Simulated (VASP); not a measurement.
LaPd2: single point with r2SCAN

LaPd2:

```
La Pd
1.0
    -1.98261    1.98261    4.44108
     1.98261   -1.98261    4.44108
     1.98261    1.98261   -4.44108
La Pd
1 2
Direct
  0.00000 0.00000 0.00000
  0.25000 0.75000 0.50000
  0.75000 0.25000 0.50000
```

```json
{"Program": "VASP 6.6.1", "Task": "single point", "Functional": "r2SCAN", "Potentials or basis": "VASP PAW PBE potentials, release 64 (La, Pd)", "Cutoff": "520 eV", "k mesh": "9 × 9 × 9", "Occupations": "fermi-dirac, width 0.05 eV", "Spin": "no spin polarisation"}
```

- Pressure: 0.1 GPa

Stress tensor (GPa, compression positive):
```
0.13 0.00 0.00
0.00 0.13 0.00
0.00 0.00 0.05
```

Levels at points of the mesh, in eV from the Fermi level:
| k point | band 12 | band 13 | band 14 | band 15 | band 16 | band 17 | band 18 | band 19 |
| --- | --- | --- | --- | --- | --- | --- | --- | --- |
| (0.00, 0.00, 0.00) | -2.30 | -2.30 | -1.18 | -0.25 | -0.16 | 1.75 | 1.79 | 1.79 |

Wall time 12 min on 1 thread of Intel(R) Xeon(R) Platinum 8259CL CPU @ 2.50GHz (Skylake/Cascade Lake), with other jobs on the host, peak memory 0.36 GiB.

Caveat: the PAW data sets were made with another functional, which shifts forces and pressure a little; spin-orbit coupling is left out, which moves the levels of the heavy elements.
